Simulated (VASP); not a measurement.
# InSe: single point with LDA

**Experimental background.**

From “The Interaction of Hydrogen with the van der Waals Crystal γ-InSe”, 2020, pmc:7321205, for a bulk crystal of InSe at 300 K: band gap 1.25 eV.

InSe:

```
In Se
1.0
     2.00000    1.15470    8.44000
    -2.00000    1.15470    8.44000
     0.00000   -2.30940    8.44000
In Se
2 2
Direct
  0.88860 0.88860 0.88860
  0.00000 0.00000 0.00000
  0.17229 0.17229 0.17229
  0.38350 0.38350 0.38350
```

```yaml
Program: VASP 6.6.1
Task: single point
Functional: LDA
Potentials_or_basis: VASP PAW LDA potentials, release 64 (In_d, Se)
Cutoff: 520 eV
k_mesh: 8 × 8 × 8
Occupations: gaussian, width 0.02 eV
Spin: no spin polarisation
Dipole_correction: no
Further_INCAR_settings: ALGO = Normal; EDIFF = 1e-07; NBANDS = 27
```

The pressure is -1.3 GPa, the largest force is 0.315 eV/Å and the band gap on the k mesh is 0.22 eV, direct.

Forces on the atoms (eV/Å):
```
In   0.000  0.000  0.315
In   0.000  0.000 -0.236
Se   0.000  0.000 -0.030
Se   0.000  0.000 -0.049
```

Stress tensor (GPa, compression positive):
```
-0.88  0.00  0.00
 0.00 -0.88  0.00
 0.00  0.00 -2.07
```

Levels at points of the mesh, in eV from the valence-band top:
| k point | band 15 | band 16 | band 17 | band 18 | band 19 | band 20 | band 21 | band 22 | band 23 | band 24 |
| --- | --- | --- | --- | --- | --- | --- | --- | --- | --- | --- |
| (0.00, 0.00, 0.00) | -1.58 | -1.33 | -1.33 | -1.23 | -1.23 | 1.53 | 1.91 | 4.29 | 4.29 | 5.07 |
| (0.50, 0.00, 0.00) | -3.50 | -2.41 | -2.38 | -2.27 | -1.70 | 1.09 | 1.84 | 3.51 | 3.87 | 4.75 |
| (0.50, 0.50, 0.00) | -3.26 | -2.69 | -2.54 | -2.08 | -1.53 | 1.04 | 1.86 | 3.16 | 3.51 | 4.33 |
| (0.50, 0.50, 0.50) | -1.39 | -1.39 | -1.15 | -1.15 | 0.00 | 0.22 | 1.97 | 4.21 | 4.21 | 5.49 |

It took 8.7 min on 1 thread of AMD EPYC 9R45 (Zen 5), with other jobs on the host, peak memory 0.56 GiB.

A measured gap of InSe is 1.25 eV (300 K; “The Interaction of Hydrogen with the van der Waals Crystal γ-InSe”, 2020, pmc:7321205); the calculated 0.22 eV misses it by -1.03 eV. So large a miss can be the level of theory's own, or it may mean another phase, state or a wrong row. Spin-orbit coupling on In, Se is left out. The value is that of LDA on a finite k mesh, which can miss the band edges, without temperature or zero-point motion. Semilocal functionals fall short of measured gaps as a rule.

Caveat: spin-orbit coupling is left out, which moves the levels of the heavy elements.
